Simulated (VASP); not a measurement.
# Si (P-1) in VASP: settings compared, part 2 of 2

VASP 6.6.1. The steps go on from the part before.

### Step 5. Single point, PBE0

This run uses another cell than the first one, of 14.32 Å³/atom.

The input, POSCAR:

```
Si
1.0
   -1.6031507336      1.6933959340      1.1878302528
    1.7909365862     -1.6632089054      1.3941822150
    1.5669015866      1.6291863852     -1.1452999545
Si
1
Direct
    0.0000000000      0.0000000000      0.0000000000
```

The input, INCAR.step1:

```
SYSTEM = Si
PREC = Accurate ; ENCUT = 520
EDIFF = 1E-5 ; ISMEAR = -1
SIGMA = 0.05 ; LREAL = .False.
LASPH = .True. ; NELM = 60
ALGO = Normal ; ISIF = 2
LWAVE = .True. ; NBANDS = 8
GGA = PE
```

The input, INCAR.step2:

```
SYSTEM = Si
PREC = Accurate ; ENCUT = 520
EDIFF = 1E-7 ; ISMEAR = -1
SIGMA = 0.05 ; LREAL = .False.
LASPH = .True. ; NELM = 60
ALGO = Normal ; ISIF = 2
LWAVE = .False. ; LCHARG = .True.
GGA = PE ; LHFCALC = .True.
AEXX = 0.25 ; PRECFOCK = Normal
LELF = .True. ; LVHAR = .True.
NBANDS = 8 ; ISTART = 1
```

The input, KPOINTS:

```
Automatic mesh
0
Gamma
  7 7 6
  0 0 0
```

Potentials or basis: VASP PAW PBE potentials, release 64 (Si).

Started as:

```sh
cat potpaw_PBE.64/Si/POTCAR > POTCAR
cp INCAR.step1 INCAR
mpirun -np 1 vasp_std > vasp.out
cp INCAR.step2 INCAR
mpirun -np 1 vasp_std > vasp.out
```

OUTCAR:

```text
SYSTEM = Si
   PREC = Accurate
   ENCUT = 520
   EDIFF = 1E-7
   ISMEAR = -1
   LREAL = .False.
   LASPH = .True.
   NELM = 60
   ISIF = 2
   GGA = PE
   LHFCALC = .True.
   AEXX = 0.25
   PRECFOCK = Normal
   ISTART = 1

 ion  position               nearest neighbor table
   1  0.000  0.000  0.000-

  LATTYP: Found a triclinic cell.
 ALAT       =     4.7726268921
 B/A-ratio  =     0.5424702584
 C/A-ratio  =     0.6962732057
 COS(alpha) =     0.0236308148
 COS(beta)  =     0.3602976348
 COS(gamma) =     0.8734094168

  Lattice vectors:

 A1 = (  -1.9424732918,  -1.6895604424,  -4.0187249811)
 A2 = (  -0.1877858526,  -0.0301870286,  -2.5820124678)
 A3 = (   0.0362491470,  -3.3225823192,  -0.0425302983)

Analysis of symmetry for initial positions (statically):
=====================================================================
 Subroutine PRICEL returns:
 Original cell was already a primitive cell.

 Routine SETGRP: Setting up the symmetry group for a
 triclinic supercell.

 Subroutine GETGRP returns: Found  2 space group operations
[... 169 lines left out ...]

 E-fermi :  10.4861     XC(G=0):  -8.8214

 val. band max:       10.1116631761   @ k =   0.2857   0.0000   0.1667
 cond. band min:      10.4860880088   @ k =  -0.2857   0.1429   0.3333
 fundamental gap:      0.3744248327
 Fermi energy:        10.4860537419

 k-point     1 :       0.0000    0.0000    0.0000
  band No.  band energies     occupation
      1      -6.6329      2.00000
      2      20.3043      0.00000
      3      20.3647      0.00000
      4      21.5488      0.00000
      5      23.1433      0.00000
      6      24.7402      0.00000
      7      27.2411      0.00000
      8      28.3653      0.00000
[... 243 lines left out ...]
 k-point    24 :      -0.2857    0.4286   -0.0000
  band No.  band energies     occupation
      1      -2.7411      2.00000
      2       6.1931      2.00000
      3      14.7122      0.00000
      4      22.2428      0.00000
      5      24.1514      0.00000
      6      28.4314      0.00000
      7      29.8049      0.00000
      8      30.8262      0.00000

 [... further k-points ...]

------------------------ aborting loop because EDIFF is reached ----------------------------------------

  FORCE on cell =-STRESS in cart. coord.  units (eV):
  Direction    XX          YY          ZZ          XY          YZ          ZX
  --------------------------------------------------------------------------------------
  -------------------------------------------------------------------------------------
  Total       -0.0270385     -0.0267898     -0.0312595      0.0025814     -0.0002492      0.0080927
  in kB       -3.0248088     -2.9969901     -3.4970186      0.2887786     -0.0278757      0.9053329
  external PRESSURE =      -3.1729392 kB  Pullay stress =       0.0000000 kB

 VOLUME and BASIS-vectors are now :
 -----------------------------------------------------------------------------
  energy-cutoff  :      520.00
  volume of cell :       14.32
      direct lattice vectors                 reciprocal lattice vectors
    -1.603150734  1.693395934  1.187830253    -0.025591211  0.295754442  0.385698261
     1.790936586 -1.663208905  1.394182215     0.270543552 -0.001754306  0.367639087
     1.566901587  1.629186385 -1.145299954     0.302793162  0.304601645 -0.025582871

 POSITION                                       TOTAL-FORCE (eV/Angst)
 -----------------------------------------------------------------------------------
      0.00000      0.00000      0.00000        -0.000000     -0.000000      0.000000
 -----------------------------------------------------------------------------------
    total drift:                                0.000000     -0.000000      0.000000

  FREE ENERGIE OF THE ION-ELECTRON SYSTEM (eV)
  ---------------------------------------------------
  free  energy   TOTEN  =        -6.1941840461 eV

  energy  without entropy=       -6.1936997738  energy(sigma->0) =       -6.19394191
```

Run time: 11 min. Hardware: 1 thread of Intel Xeon Platinum 8488C (Sapphire Rapids), shared host; peak memory 0.14 GiB.

Results:

* Free energy: -6.1942 eV
* Pressure: -0.3 GPa
* Band gap on the k mesh: zero (bands 2 and 3 overlap by 13.96 eV)

Stress tensor (GPa, compression positive):
```
-0.30  0.03  0.09
 0.03 -0.30  0.00
 0.09  0.00 -0.35
```

Caveat: the k points lie up to 0.45 Å⁻¹ apart, too coarse for converged energies and pressures of a metal; the PAW data sets were made with another functional, which shifts forces and pressure a little.

### Step 6. Overview

```csv
level,cell,k mesh,grid for exact exchange (PRECFOCK),share of exact exchange,screening parameter,gap on the mesh (eV),pressure (GPa)
PBEsol-based global hybrid with 25 % exact exchange,"a = 2.600, b = 2.790, c = 2.541 Å, angles 103.0, 100.8, 122.2°, 1 atom",7 × 7 × 6,Normal,0.25,-,none,-0.2
revPBE,"a = 2.626, b = 2.844, c = 2.601 Å, angles 103.4, 99.7, 122.8°, 1 atom",13 × 13 × 11,-,-,-,none,-0.3
PBEsol-based screened hybrid with 25 % exact exchange,"a = 2.603, b = 2.795, c = 2.544 Å, angles 103.0, 100.8, 122.3°, 1 atom",7 × 7 × 6,Normal,0.25,0.207 1/Å,none,0.0
PBE0,"a = 2.617, b = 2.814, c = 2.534 Å, angles 102.1, 99.7, 123.2°, 1 atom",7 × 7 × 6,Normal,0.25,-,none,-0.3
```

Alike in all rows: task single point; potentials or basis VASP PAW PBE potentials, release 64 (Si); no spin polarisation; cutoff (eV) 520; smearing fermi-dirac 0.05 eV.

Caveats: some runs use coarse meshes; the PAW data sets were made with another functional, which shifts forces and pressure a little.

Total energies depend on the potentials used, so only differences within one code and one set of settings carry meaning.
